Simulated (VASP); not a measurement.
Here is a VASP 6.6.1 calculation.

The input INCAR:

```
PREC = Accurate
ENCUT = 520
EDIFF = 1E-6
ISMEAR = -1
SIGMA = 0.05
LREAL = F
LASPH = T
NELM = 150
ALGO = Normal
ISIF = 2
LWAVE = F
LCHARG = F
ISPIN = 2
MAGMOM = 0.698 0.698
LORBIT = 11
LMAXMIX = 4
GGA = RP
NBANDS = 21
```

Contents of KPOINTS:

```
regular mesh
0
Gamma
  18 18 9
```

Contents of POSCAR:

```
Ni
1.0
   -1.7076709194      1.4064061567      1.2530944515
    1.4064061567     -1.7076709194      1.2530944515
    3.2140333720      3.2140333720     -1.8048614162
Ni
2
Direct
    0.9584903673      0.0415096327      0.0000000000
    0.7915096327      0.2084903673      0.5000000000
```

Potentials or basis: VASP PAW PBE potentials, release 64 (Ni).

Command:

```sh
$ cat potpaw_PBE.64/Ni/POTCAR > POTCAR
$ mpirun -np 1 vasp_std > vasp.out
```

(1) Estimate the largest force.

(2) What does it give for the site moments?

(3) What does it give for the net moment?

(4) Predict the pressure.

## Answers

(1) 0.004 eV/Å.

(2) Ni +0.65 μB.

(3) 1.26 μB per cell.

(4) -6.1 GPa.

Caveat: the cell stands under tension; the PAW data sets were made with another functional, which shifts forces and pressure a little.
